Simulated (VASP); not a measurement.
# Li16H9F7 (P1) in VASP: relaxation of volume and atoms at fixed shape with PBEsol

Aim: the relaxation of volume and atoms at fixed shape of Li16H9F7 with PBEsol.

Everything below comes from runs of VASP 6.6.1. Logs are shortened: lines on timing, memory, paths and dates and some standing lists are left out, and cuts for length are marked.

**1. The cell of the first run**

The typed cell holds 64 atoms: a = 7.984 Å, b = 7.984 Å, c = 7.984 Å, α = 90.00°, β = 90.00°, γ = 90.00°.

**2. Relaxation of volume and atoms at fixed shape, PBEsol**

INCAR

```
PREC = Accurate ; ENCUT = 600
EDIFF = 1E-6 ; ISMEAR = -1
SIGMA = 0.05 ; LREAL = Auto
LASPH = T ; NELM = 80
ALGO = Normal ; ISIF = 8
LWAVE = F ; LCHARG = F
GGA = PS ; IBRION = 2
NSW = 100 ; EDIFFG = -0.03
ISYM = 0
```

KPOINTS

```
Automatic mesh
0
Gamma
  1 1 1
  0.25 0.25 0.25
```

POSCAR

```
Li16H9F7
1.0
    7.9842470000      0.0000000000      0.0000000000
    0.0000000000      7.9842470000      0.0000000000
    0.0000000000      0.0000000000      7.9842470000
F H Li
14 18 32
Direct
    0.2486300000      0.0002110000      0.0038840000
    0.2514940000      0.4993190000      0.9971950000
    0.7526440000      0.0028290000      0.0009160000
    0.0026710000      0.2498030000      0.9969090000
    0.0007610000      0.7465820000      0.9974360000
    0.4983280000      0.2511350000      0.5022920000
    0.5037760000      0.7480600000      0.0024050000
    0.5042550000      0.7486770000      0.5013660000
    0.0035370000      0.0009740000      0.2496880000
    0.0011600000      0.9975200000      0.7447530000
    0.9936910000      0.4968000000      0.7537490000
    0.5038320000      0.9993070000      0.2475030000
    0.2557780000      0.7500830000      0.2489160000
    0.7539510000      0.2536460000      0.7488450000
    0.2429750000      0.9931480000      0.5002060000
    0.2528420000      0.5057180000      0.5029580000
    0.7523400000      0.0000690000      0.5015060000
    0.7486730000      0.4975180000      0.0025200000
    0.7465230000      0.4998420000      0.5037790000
    0.9961060000      0.2535170000      0.5026560000
    0.0004210000      0.7481810000      0.5019450000
    0.5018300000      0.2542620000      0.9983660000
    0.0007300000      0.5033170000      0.2514130000
    0.4964100000      0.9993900000      0.7510560000
    0.5037270000      0.4964580000      0.2494160000
    0.4989670000      0.5032870000      0.7508650000
    0.2576800000      0.2496260000      0.2526960000
    0.2501950000      0.2499440000      0.7498430000
    0.2512520000      0.7481050000      0.7494760000
    0.7539850000      0.2500040000      0.2498170000
    0.7476990000      0.7487290000      0.2488470000
    0.7491790000      0.7462480000      0.7500410000
    0.0048060000      0.0039930000      0.9982970000
    0.9978480000      0.0006810000      0.4981300000
    0.0007410000      0.4956860000      0.9963530000
    0.9965860000      0.4988300000      0.4998800000
    0.4981220000      0.9985320000      0.0006980000
    0.5009250000      0.9978200000      0.4988400000
    0.4999040000      0.4986970000      0.9989420000
    0.5003720000      0.5014940000      0.5041200000
    0.2502320000      0.2498870000      0.0006920000
    0.2546650000      0.2500110000      0.4980070000
    0.2524070000      0.7515990000      0.0030570000
    0.2511470000      0.7563550000      0.4989440000
    0.7518120000      0.2497880000      0.9988560000
    0.7468500000      0.2492780000      0.4990200000
    0.7499800000      0.7500860000      0.9999700000
    0.7504050000      0.7518750000      0.5015140000
    0.2497060000      0.9979320000      0.2522690000
    0.2515490000      0.9971510000      0.7494280000
    0.2508910000      0.4955030000      0.2502980000
    0.2501810000      0.4987100000      0.7493930000
    0.7515290000      0.9965930000      0.2500370000
    0.7515080000      0.0025740000      0.7476470000
    0.7499010000      0.4997460000      0.2498980000
    0.7468780000      0.5015350000      0.7505730000
    0.0038740000      0.2512200000      0.2485320000
    0.0009110000      0.2550850000      0.7491300000
    0.0019660000      0.7533690000      0.2512800000
    0.9968610000      0.7479000000      0.7459950000
    0.4990910000      0.2473790000      0.2465930000
    0.4966400000      0.2485680000      0.7479140000
    0.5010690000      0.7505630000      0.2457030000
    0.4962370000      0.7468270000      0.7503830000
```

Potentials or basis: VASP PAW PBE potentials, release 64 (F, H, Li_sv).

The run is started by

```console
> cat potpaw_PBE.64/F/POTCAR potpaw_PBE.64/H/POTCAR potpaw_PBE.64/Li_sv/POTCAR > POTCAR
> mpirun -np 1 vasp_std > vasp.out
```

OUTCAR:

```text
PREC = Accurate
   ENCUT = 600
   EDIFF = 1E-6
   ISMEAR = -1
   LREAL = Auto
   LASPH = T
   NELM = 80
   ISIF = 8
   GGA = PS
   IBRION = 2
   NSW = 100
   EDIFFG = -0.03
   ISYM = 0

 ion  position               nearest neighbor table
   1  0.249  0.000  0.004-  33 1.95  49 1.98  43 1.99  37 1.99  41 1.99  50 2.03
   2  0.251  0.499  0.997-  52 1.98  39 1.98  41 1.99  35 2.00  43 2.01  51 2.02
   3  0.753  0.003  0.001-  45 1.97  53 1.99  33 2.01  47 2.02  54 2.02  37 2.03
   4  0.003  0.250  0.997-  33 1.96  35 1.96  41 1.98  58 1.98  45 2.00  57 2.01
   5  0.001  0.747  0.997-  47 2.00  35 2.00  60 2.01  43 2.01  59 2.03  33 2.06
   6  0.498  0.251  0.502-  42 1.95  62 1.96  46 1.98  40 2.00  38 2.02  61 2.04
   7  0.504  0.748  0.002-  63 1.94  47 1.97  39 1.99  37 2.00  43 2.01  64 2.01
   8  0.504  0.749  0.501-  48 1.97  40 1.97  64 1.99  38 1.99  44 2.02  63 2.04
   9  0.004  0.001  0.250-  49 1.97  59 1.98  34 1.98  57 2.00  33 2.01  53 2.01
  10  0.001  0.998  0.745-  34 1.97  60 1.99  54 1.99  50 2.00  33 2.03  58 2.06
  11  0.994  0.497  0.754-  58 1.93  35 1.94  56 1.97  60 2.01  36 2.03  52 2.05
  12  0.504  0.999  0.248-  37 1.97  53 1.98  61 1.98  63 1.99  38 2.01  49 2.03
  13  0.256  0.750  0.249-  63 1.96  43 1.96  49 1.98  44 2.00  59 2.03  51 2.03
  14  0.754  0.254  0.749-  58 1.97  56 1.98  46 2.00  45 2.00  54 2.00  62 2.05
  15  0.243  0.993  0.500-
  16  0.253  0.506  0.503-
  17  0.752  0.000  0.502-
[... 13 lines left out ...]
  31  0.748  0.749  0.249-
  32  0.749  0.746  0.750-
  33  0.005  0.004  0.998-   1 1.95   4 1.96   9 2.01   3 2.01  10 2.03   5 2.06
  34  0.998  0.001  0.498-  10 1.97   9 1.98
  35  0.001  0.496  0.996-  11 1.94   4 1.96   2 2.00   5 2.00
  36  0.997  0.499  0.500-  11 2.03
  37  0.498  0.999  0.001-  12 1.97   1 1.99   7 2.00   3 2.03
  38  0.501  0.998  0.499-   8 1.99  12 2.01   6 2.02
  39  0.500  0.499  0.999-   2 1.98   7 1.99
  40  0.500  0.501  0.504-   8 1.97   6 2.00
  41  0.250  0.250  0.001-   4 1.98   2 1.99   1 1.99
  42  0.255  0.250  0.498-   6 1.95
  43  0.252  0.752  0.003-  13 1.96   1 1.99   7 2.01   5 2.01   2 2.01
  44  0.251  0.756  0.499-  13 2.00   8 2.02
  45  0.752  0.250  0.999-   3 1.97  14 2.00   4 2.00
  46  0.747  0.249  0.499-   6 1.98  14 2.00
  47  0.750  0.750  1.000-   7 1.97   5 2.00   3 2.02
  48  0.750  0.752  0.502-   8 1.97
  49  0.250  0.998  0.252-   9 1.97  13 1.98   1 1.98  12 2.03
  50  0.252  0.997  0.749-  10 2.00   1 2.03
  51  0.251  0.496  0.250-   2 2.02  13 2.03
  52  0.250  0.499  0.749-   2 1.98  11 2.05
  53  0.752  0.997  0.250-  12 1.98   3 1.99   9 2.01
  54  0.752  0.003  0.748-  10 1.99  14 2.00   3 2.02
  55  0.750  0.500  0.250-
  56  0.747  0.502  0.751-  11 1.97  14 1.98
  57  0.004  0.251  0.249-   9 2.00   4 2.01
  58  0.001  0.255  0.749-  11 1.93  14 1.97   4 1.98  10 2.06
  59  0.002  0.753  0.251-   9 1.98  13 2.03   5 2.03
  60  0.997  0.748  0.746-  10 1.99  11 2.01   5 2.01
  61  0.499  0.247  0.247-  12 1.98   6 2.04
  62  0.497  0.249  0.748-   6 1.96  14 2.05
  63  0.501  0.751  0.246-   7 1.94  13 1.96  12 1.99   8 2.04
  64  0.496  0.747  0.750-   8 1.99   7 2.01

IMPORTANT INFORMATION: All symmetrisations will be switched off!
[... 215 lines left out ...]
   EFERMI_NEDOS =   21; number of points for ismear=-14 and -15
   IALGO  =     38    algorithm
   IMIX   =      4    mixing-type and parameters
     AMIX     =   0.40;   BMIX     =  1.00
     AMIX_MAG =   1.60;   BMIX_MAG =  1.00
  volume/ion in A,a.u.               =       7.95        53.67
  Fermi-wavevector in a.u.,A,eV,Ry     =   1.222605  2.310388 20.337484  1.494763
  Thomas-Fermi vector in A             =   2.357746
   LORBIT       =      0    0 simple, 1 ext, 2 COOP (PROOUT), +10 PAW based schemes
   GGA     = PS    functional components
   LHFCALC =     F    Hartree Fock is set to
   AEXX    =    0.0000 exact exchange contribution
   IVDW    =     0    specifies the selected vdW correction
   LEPSILON=     F    determine dielectric tensor
   LRPA    =     F    only Hartree local field effects (RPA)
 conjugate gradient relaxation of ions
 non-spin polarized calculation
  energy-cutoff  :      600.00
  volume of cell :      508.98
 maximum number of plane-waves:     17022
   NGX = 31   NGY = 31   NGZ = 31

--------------------------------------- Ionic step        1  -------------------------------------------

 number of electron     212.0000056 magnetization

 Free energy of the ion-electron system (eV)
  ---------------------------------------------------
  ext. energy  EPLUGINS =         0.00000000
  ---------------------------------------------------
  free energy    TOTEN  =      -246.90572801 eV

  energy without entropy =     -246.90572801  energy(sigma->0) =     -246.90572801

------------------------ aborting loop because EDIFF is reached ----------------------------------------

  FORCE on cell =-STRESS in cart. coord.  units (eV):
  Direction    XX          YY          ZZ          XY          YZ          ZX
  --------------------------------------------------------------------------------------
  -------------------------------------------------------------------------------------
  Total        0.8724216      0.7878693      0.8081661     -0.0911362     -0.0207248     -0.2514657
  in kB        2.7462185      2.4800640      2.5439544     -0.2868796     -0.0652376     -0.7915665
  external PRESSURE =       2.5900790 kB  Pullay stress =       0.0000000 kB
[... 575 lines left out ...]
--------------------------------------- Ionic step        7  -------------------------------------------

 number of electron     212.0000353 magnetization

 Free energy of the ion-electron system (eV)
  ---------------------------------------------------
  ext. energy  EPLUGINS =         0.00000000
  ---------------------------------------------------
  free energy    TOTEN  =      -247.07352530 eV

  energy without entropy =     -247.07352530  energy(sigma->0) =     -247.07352530

 E-fermi :   2.0036     XC(G=0):  -9.3676

 val. band max:        0.6896563069   @ k =   0.2500  -0.2500   0.2500
 cond. band min:       5.8397839617   @ k =  -0.2500   0.2500   0.2500
 fundamental gap:      5.1501276548
 Fermi energy:         2.0035763035

 k-point     1 :       0.2500    0.2500    0.2500
  band No.  band energies     occupation
      1     -42.6041      2.00000
      2     -42.5756      2.00000
      3     -42.5356      2.00000
      4     -42.5326      2.00000
      5     -42.5205      2.00000
      6     -42.5190      2.00000
[... 473 lines left out ...]
    117       7.2031      0.00000
    118       7.3060      0.00000
 [bands above 118 left out]

------------------------ aborting loop because EDIFF is reached ----------------------------------------

  FORCE on cell =-STRESS in cart. coord.  units (eV):
  Direction    XX          YY          ZZ          XY          YZ          ZX
  --------------------------------------------------------------------------------------
  -------------------------------------------------------------------------------------
  Total        0.0417200     -0.0172268      0.0890171     -0.0697361     -0.0014204     -0.2467938
  in kB        0.1307779     -0.0540001      0.2790380     -0.2185989     -0.0044524     -0.7736140
  external PRESSURE =       0.1186053 kB  Pullay stress =       0.0000000 kB
[... 79 lines left out ...]
  FREE ENERGIE OF THE ION-ELECTRON SYSTEM (eV)
  ---------------------------------------------------
  free  energy   TOTEN  =      -247.0735252975 eV

  energy  without entropy=     -247.0735252975  energy(sigma->0) =     -247.07352530

 reached required accuracy - stopping structural energy minimisation
```

Wall time 26 min (1 thread of Intel Xeon 6975P-C (Granite Rapids), shared host); peak memory 0.74 GiB.

What came out:

```
Free energy                           : -247.0735 eV
Relaxed volume                        : 7.99 Å³/atom
Relaxed cell                          : a = 7.995 Å, b = 7.995 Å, c = 7.995 Å, α = 90.00°, β = 90.00°, γ = 90.00°
Space group after relaxing (to 0.1 Å) : P1 (No. 1)
Energy gained by relaxing             : 2.6 meV/atom
Ionic steps                           : 7
Pressure after relaxing               : 0.0 GPa
Largest force after relaxing          : 0.026 eV/Å
Band gap on the k mesh                : 5.15 eV (least direct gap 5.18 eV)
```

Forces in eV/Å, atoms in the order of the input:
```
F    0.003  0.015 -0.014
F    0.000 -0.009  0.004
F    0.017  0.004 -0.001
F   -0.010 -0.001  0.009
F   -0.019 -0.002  0.010
F    0.001 -0.004 -0.002
F    0.005 -0.008 -0.012
F    0.018  0.006 -0.001
F   -0.025  0.001  0.006
F   -0.011 -0.004  0.011
F    0.003 -0.005  0.000
F    0.003  0.011  0.021
F   -0.012 -0.017  0.005
F    0.005 -0.010  0.014
H    0.003  0.003 -0.001
H   -0.008 -0.002 -0.008
H   -0.001 -0.008 -0.009
H    0.000  0.001  0.002
H    0.018  0.000 -0.004
H    0.000 -0.005  0.002
H    0.006 -0.003 -0.002
H   -0.002  0.011  0.003
H   -0.002  0.001 -0.004
H    0.010  0.001 -0.001
H   -0.005  0.006 -0.005
H    0.008  0.006  0.002
H   -0.004  0.007 -0.006
H    0.006  0.004  0.012
H    0.009  0.001 -0.006
H    0.004 -0.002 -0.002
H   -0.002  0.001  0.002
H    0.001  0.001 -0.005
Li   0.003 -0.009 -0.008
Li   0.014 -0.003  0.006
Li  -0.003  0.005 -0.011
Li   0.001 -0.010  0.015
Li  -0.012  0.005  0.010
Li  -0.009  0.003 -0.007
Li   0.003  0.001  0.001
Li   0.007 -0.009  0.000
Li   0.001 -0.002  0.002
Li   0.000 -0.007 -0.002
Li  -0.005  0.016  0.002
Li  -0.002  0.014 -0.005
Li  -0.014  0.002  0.003
Li   0.009 -0.001  0.001
Li  -0.006 -0.006  0.002
Li   0.004 -0.008  0.002
Li  -0.001 -0.004  0.002
Li  -0.001  0.005 -0.003
Li  -0.002  0.006 -0.003
Li   0.006 -0.003 -0.007
Li  -0.016 -0.001  0.006
Li   0.014  0.002 -0.004
Li  -0.010 -0.003  0.008
Li   0.006  0.009 -0.011
Li  -0.001 -0.006  0.007
Li   0.006 -0.004 -0.001
Li   0.012  0.008 -0.002
Li   0.004  0.002  0.001
Li  -0.009  0.005 -0.006
Li   0.007  0.011 -0.005
Li  -0.021  0.002 -0.002
Li  -0.005 -0.016 -0.009
```

Stress tensor (GPa, compression positive):
```
 0.01 -0.02 -0.08
-0.02 -0.01  0.00
-0.08  0.00  0.03
```

Step by step:
```csv
step,energy change (eV),largest force (eV/Å),pressure (GPa),volume (Å³)
1,0.0000,0.3361,0.26,508.98
2,-0.0699,0.2246,0.15,509.93
3,-0.1378,0.1337,-0.10,512.18
4,-0.1533,0.0765,-0.07,511.89
5,-0.1637,0.0508,-0.01,511.39
6,-0.1664,0.0316,0.00,511.28
7,-0.1678,0.0259,0.01,511.12
```

Final structure:
```
F H Li
1.0
     7.99540    0.00000    0.00000
     0.00000    7.99540    0.00000
     0.00000    0.00000    7.99540
F H Li
14 18 32
Direct
  0.25049 0.99963 0.00026
  0.24991 0.50056 0.00012
  0.75041 0.99947 0.00023
  0.00132 0.25000 0.99930
  0.00099 0.74971 0.99926
  0.50140 0.24937 0.49993
  0.50023 0.75010 0.00051
  0.49964 0.74980 0.49904
  0.00133 0.99975 0.24897
  0.00012 0.00022 0.75016
  0.99973 0.49954 0.75088
  0.50102 0.99935 0.24975
  0.25115 0.74999 0.24971
  0.75080 0.24989 0.74943
  0.24929 0.00051 0.50133
  0.25004 0.49949 0.50040
  0.75133 0.99933 0.50003
  0.74885 0.49976 0.00151
  0.75001 0.50052 0.49939
  0.00100 0.25113 0.49826
  0.99907 0.74907 0.49984
  0.50072 0.25092 0.99965
  0.99946 0.49905 0.25277
  0.49953 0.99979 0.74904
  0.50226 0.49777 0.25067
  0.50006 0.49949 0.74971
  0.25125 0.25159 0.25182
  0.25193 0.25014 0.74744
  0.25072 0.74941 0.74708
  0.75099 0.25177 0.25105
  0.75173 0.74719 0.25156
  0.74915 0.74857 0.74842
  0.00110 0.99995 0.99990
  0.00014 0.99998 0.49958
  0.00115 0.49989 0.99992
  0.99993 0.50039 0.50064
  0.50035 0.99882 0.00041
  0.50051 0.99939 0.49903
  0.49933 0.50079 0.00011
  0.50020 0.50016 0.49984
  0.25079 0.25078 0.99980
  0.25235 0.25094 0.50001
  0.25138 0.74917 0.00063
  0.25201 0.74862 0.49902
  0.75124 0.24984 0.99885
  0.74857 0.25104 0.50047
  0.74977 0.74982 0.99996
  0.74831 0.74897 0.49957
  0.25037 0.99925 0.24910
  0.24851 0.99999 0.75030
  0.25028 0.50011 0.24979
  0.24829 0.49965 0.75071
  0.75210 0.00016 0.24905
  0.75155 0.00092 0.75063
  0.75148 0.49935 0.25049
  0.75105 0.49830 0.75017
  0.00067 0.24949 0.25030
  0.99919 0.25018 0.74916
  0.00099 0.75012 0.25006
  0.99946 0.74943 0.74949
  0.50185 0.24925 0.25221
  0.50112 0.24974 0.74779
  0.50112 0.75015 0.25073
  0.50052 0.75006 0.74842
```

Caveat: the cutoff is under 1.25 times the usual one of these potentials, so pressure, stress and relaxed cells hold a basis-set (Pulay) error; the PAW data sets were made with another functional, which shifts forces and pressure a little; a shifted mesh leaves out Γ, where band edges can lie.
